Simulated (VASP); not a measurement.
Set up this calculation in VASP 6.6.1, as the native input.

```
Task                   : single point
Functional             : r2SCAN
Potentials or basis    : VASP PAW PBE potentials, release 64 (Fe)
Cutoff                 : 520 eV
k mesh                 : 10 × 10 × 15
Occupations            : fermi-dirac, width 0.05 eV
Spin                   : collinear spin, ferromagnetic start
Starting moments       : [2.942, 2.895, 2.895] μB
Dipole correction      : no
Further INCAR settings : ALGO = Normal; EDIFF = 1e-06; NBANDS = 23
```

Fe:

```xyz
3
Lattice="4.1523 0.0000 0.0000 -2.0761 3.5960 0.0000 0.0000 0.0000 2.3661" Properties=species:S:1:pos:R:3 pbc="T T T"
Fe    0.0000    0.0000    0.0000
Fe    0.0000    2.3973    1.1831
Fe    2.0761    1.1987    1.1831
```

This isn't the form of Fe at room conditions, which is bcc.

One way to write it, as run:

POSCAR

```
Fe
1.0
    4.1522672238      0.0000000000      0.0000000000
   -2.0761336119      3.5959688991      0.0000000000
    0.0000000000      0.0000000000      2.3661234060
Fe
3
Direct
    0.0000000000      0.0000000000      0.0000000000
    0.3333333333      0.6666666667      0.5000000000
    0.6666666667      0.3333333333      0.5000000000
```

INCAR.step1

```
PREC = Accurate
ENCUT = 520
ISMEAR = -1
SIGMA = 0.05
LREAL = F
LASPH = T
NELM = 150
ISPIN = 2
MAGMOM = 2.942 2.895 2.895
LMAXMIX = 4
NBANDS = 23
GGA = PE
ALGO = Normal
EDIFF = 1E-4
LWAVE = T
LCHARG = F
```

INCAR.step2

```
PREC = Accurate
ENCUT = 520
EDIFF = 1E-6
ISMEAR = -1
SIGMA = 0.05
LREAL = F
LASPH = T
NELM = 150
ALGO = Normal
ISIF = 2
LWAVE = F
LCHARG = F
ISPIN = 2
MAGMOM = 2.942 2.895 2.895
LORBIT = 11
LMAXMIX = 4
METAGGA = R2SCAN
LMIXTAU = T
NBANDS = 23
ISTART = 1
```

KPOINTS

```
Automatic mesh
0
Gamma
  10 10 15
```

Potentials or basis: VASP PAW PBE potentials, release 64 (Fe).

Launch:

```sh
$ cat potpaw_PBE.64/Fe/POTCAR > POTCAR
$ cp INCAR.step1 INCAR
$ mpirun -np 1 vasp_std > vasp.out
$ cp INCAR.step2 INCAR
$ mpirun -np 1 vasp_std > vasp.out
```

It gave:

```
Pressure                                              : 7.2 GPa
Net moment                                            : 8.33 μB per cell
Site moments                                          : Fe +2.82, +2.81 (each value once) μB
Valence electrons inside the program's atomic spheres : Fe 7.17, 7.25 (each value once)
```

Caveat: the cell stands under pressure; the PAW data sets were made with another functional, which shifts forces and pressure a little.

Wall time 15 min on 1 thread of Oxide Virtual Turin-like Processor, on a shared host, peak memory 0.23 GiB.
